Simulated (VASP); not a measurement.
Input of a VASP 6.6.1 run:

File INCAR:

```
PREC = Accurate
ENCUT = 600
EDIFF = 1E-6
ISMEAR = 0
SIGMA = 0.1
LREAL = F
LASPH = T
NELM = 60
ALGO = Normal
ISIF = 3
LWAVE = F
LCHARG = F
GGA = PE
IBRION = 2
NSW = 90
EDIFFG = -0.04
```

KPOINTS

```
regular mesh
0
Gamma
  6 6 6
```

File POSCAR:

```
ZrH4
1.0
    1.8965916161     -3.0012398287      0.0000000000
    1.8965916161      3.0012398287      0.0000000000
    0.0000000000      0.0000000000      3.5157326172
Zr H
1 4
Direct
    0.0000000000      0.0000000000      0.0000000000
    0.6583415781      0.3416584219      0.0000000000
    0.3416584219      0.6583415781      0.0000000000
    0.7570749850      0.7570749850      0.5000000000
    0.2429250150      0.2429250150      0.5000000000
```

Potentials or basis: VASP PAW PBE potentials, release 64 (Zr_sv, H).

Run with:

```sh
$ cat potpaw_PBE.64/Zr_sv/POTCAR potpaw_PBE.64/H/POTCAR > POTCAR
$ mpirun -np 1 vasp_std > vasp.out
```

(1) Predict the relaxed cell.

(2) Predict the relaxed volume.

## Answers

(1) a = 3.547 Å, b = 3.547 Å, c = 3.533 Å, α = 90.00°, β = 90.00°, γ = 115.91°.

(2) 7.99 Å³/atom.
